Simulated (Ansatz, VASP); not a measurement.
## Ta in VASP and in Ansatz

```
CELL_PARAMETERS angstrom
2.81707 0.00000 0.00000
-0.93902 2.65596 0.00000
0.00000 0.00000 26.50063
ATOMIC_POSITIONS crystal
Ta 0.50000 0.50000 0.28301
Ta 0.00000 0.00000 0.36981
Ta 0.50000 0.50000 0.45660
Ta 0.00000 0.00000 0.54340
Ta 0.50000 0.50000 0.63019
Ta 0.00000 0.00000 0.71699
```

Alike in both runs: task single point; functional LDA; k mesh 13 × 13 × 1; occupations gaussian, width 0.1 eV; no spin polarisation.

|  | VASP | Ansatz |
| --- | --- | --- |
| version | VASP 6.6.1 | Ansatz 0.2.0 |
| potentials or method | VASP PAW LDA potentials, release 64 (Ta_pv), cutoff 520 eV | scalar-relativistic, plane waves, PAW |
| valence electrons in the cell | 66 | 78 |

|  | VASP | Ansatz | Ansatz less VASP |
| --- | --- | --- | --- |
| gap on the k mesh at the Fermi level (eV) | none | none | - |
| rms of the force components (eV/Å) | 0.200 | 0.210 | +0.0100 |
| work function, face that differs most (eV) | 5.04 | 5.05 | +0.003 |

LDA's correlation is that of Perdew and Zunger in VASP and of Perdew and Wang (1992) in Ansatz. Atom by atom the forces differ by 0.014 eV/Å (rms over components). A gap of «none» marks a metal or a gap that the smearing closes. VASP's potentials hold 66 valence electrons a cell and Ansatz's 78, so a difference there can come from the potentials and not from the codes. Ansatz's warnings: xc potential rough in thin density.

Spin-orbit coupling is off throughout.
